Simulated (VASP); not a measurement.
Here is a VASP 6.6.1 calculation.

File INCAR:

```
SYSTEM = Os
ALGO = Normal ; EDIFF = 1E-6
ENCUT = 520 ; GGA = PS
ISIF = 2 ; ISMEAR = 0
LASPH = .True. ; LCHARG = .True.
LELF = .True. ; LREAL = .False.
LVHAR = .True. ; LWAVE = .False.
NBANDS = 10 ; NELM = 80
PREC = Accurate ; SIGMA = 0.1
```

File KPOINTS:

```
k-points
0
Gamma
  18 18 18
  0 0 0
```

Contents of POSCAR:

```
Os
1.0
    0.0000000000      1.9102792079      1.9102792079
    1.9102792079      0.0000000000      1.9102792079
    1.9102792079      1.9102792079      0.0000000000
Os
1
Direct
    0.0000000000      0.0000000000      0.0000000000
```

Potentials or basis: VASP PAW PBE potentials, release 64 (Os).

The run is started by

```bash
$ cat potpaw_PBE.64/Os/POTCAR > POTCAR
$ mpirun -np 1 vasp_std > vasp.out
```

Problem. Estimate the band gap on the k mesh.

Solution. Zero (band 4 reaches 11.70 eV, above the bottom of band 5 at 7.82 eV).

Problem. What does it give for the pressure?

Solution. 0.5 GPa.

Caveat: the PAW data sets were made with another functional, which shifts forces and pressure a little; spin-orbit coupling is left out, which moves the levels of the heavy elements.
